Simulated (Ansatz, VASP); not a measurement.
## Ti in VASP and in Ansatz

Contents of INCAR:

```
  PREC = Accurate
  ENCUT = 600
  EDIFF = 1E-7
  ISMEAR = -1
  SIGMA = 0.05
  LREAL = F
  LASPH = T
  NELM = 100
  ALGO = Normal
  ISIF = 3
  LWAVE = F
  LCHARG = F
  GGA = PS
  IVDW = 13
  IBRION = 2
  NSW = 60
  EDIFFG = -0.01
```

File KPOINTS:

```
Automatic mesh
0
Gamma
  10 10 6
```

The input POSCAR:

```
Ti
1.0
    2.9500000000      0.0000000000      0.0000000000
   -1.4750000000      2.5547749412      0.0000000000
    0.0000000000      0.0000000000      4.6800000000
Ti
2
Direct
    0.6666666667      0.3333333333      0.7500000000
    0.3333333333      0.6666666667      0.2500000000
```

input.yaml

```yaml
crystal:
  lattice:
    - [2.95, 0.0, 0.0]
    - [-1.475, 2.5547749412, 0.0]
    - [0.0, 0.0, 4.68]
  atoms:
    - { symbol: Ti, position: [0.6666666667, 0.3333333333, 0.75] }
    - { symbol: Ti, position: [0.3333333333, 0.6666666667, 0.25] }
hamiltonian:
  xc: pbesol
  pseudopotentials: { kind: paw }
  dispersion: d4
kpoints:
  mp_grid: { grid: [10, 10, 6] }
scf:
  occupations: { method: fermi_dirac, width: 0.05 }
output:
  forces: true
  stress: true
  eigenvalues: true
relax:
  f_tol: 0.01
  max_steps: 40
  cell: { stress_tol: 0.05 }
```

Alike in both runs: task relaxation of cell and atoms; functional PBEsol; dispersion D4; k mesh 10 × 10 × 6; occupations fermi-dirac, width 0.05 eV; no spin polarisation.

|  | VASP | Ansatz |
| --- | --- | --- |
| version | VASP 6.6.1 | Ansatz 0.2.0 |
| potentials or method | VASP PAW PBE potentials, release 64 (Ti_sv) | Ansatz PAW |
| plane-wave cutoff (eV) | 600 | 420 |
| valence electrons in the cell | 24 | 24 |

```tsv
	VASP	Ansatz	Ansatz less VASP
gap on the k mesh at the Fermi level, each at its own relaxed structure (eV)	none	none	-
relaxed volume (Å³/atom)	16.52	16.57	+0.047
relaxed length of the cell vector where the two differ most in proportion (Å)	2.892	2.895	+0.0030
```

VASP's potentials were made for PBE, not for PBEsol. A gap of «none» marks a metal or a gap that the smearing closes.

Noted on Ansatz's run: the plane-wave basis is chosen anew once the cell has moved, so the energies of steps on either side of that aren't comparable.
